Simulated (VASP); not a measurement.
Runs of VASP 6.6.1 on ZrB2. The structure is that of space group P6/mmm (No. 191), or close to it. The cells are those of the table. 

| cell | gap on the mesh (eV) | pressure (GPa) |
| --- | --- | --- |
| a = 3.196, b = 3.196, c = 3.553 Å, angles 90.0, 90.0, 120.0°, 3 atoms | none | -8.8 |
| a = 3.132, b = 3.132, c = 3.700 Å, angles 90.0, 90.0, 120.0°, 3 atoms | none | -7.6 |
| a = 3.328, b = 3.328, c = 3.277 Å, angles 90.0, 90.0, 120.0°, 3 atoms | none | (b) |
| a = 3.262, b = 3.262, c = 3.412 Å, angles 90.0, 90.0, 120.0°, 3 atoms | none | (a) |
| a = 3.070, b = 3.070, c = 3.852 Å, angles 90.0, 90.0, 120.0°, 3 atoms | none | -5.6 |
| a = 2.969, b = 2.969, c = 3.959 Å, angles 90.0, 90.0, 120.0°, 3 atoms | none | 6.3 |
| a = 3.396, b = 3.396, c = 3.147 Å, angles 90.0, 90.0, 120.0°, 3 atoms | none | -8.6 |
| a = 3.008, b = 3.008, c = 4.011 Å, angles 90.0, 90.0, 120.0°, 3 atoms | none | -2.7 |

Alike in all rows: task single point; level PBEsol; potentials or basis VASP PAW PBE potentials, release 64 (Zr_sv, B); no spin polarisation; k mesh 18 × 18 × 12; cutoff (eV) 520; smearing gaussian 0.15 eV.

Q: Estimate the missing entries.

A: (a) -9.3; (b) -9.2.

Caveats: the PAW data sets were made with another functional, which shifts forces and pressure a little; the cell stands under tension (at least some runs); the cell stands under pressure (at least some runs).

A k mesh can miss the band edges, and the runs leave out spin-orbit coupling on Zr.

A gap of «none» marks levels without a gap at the run's occupations.
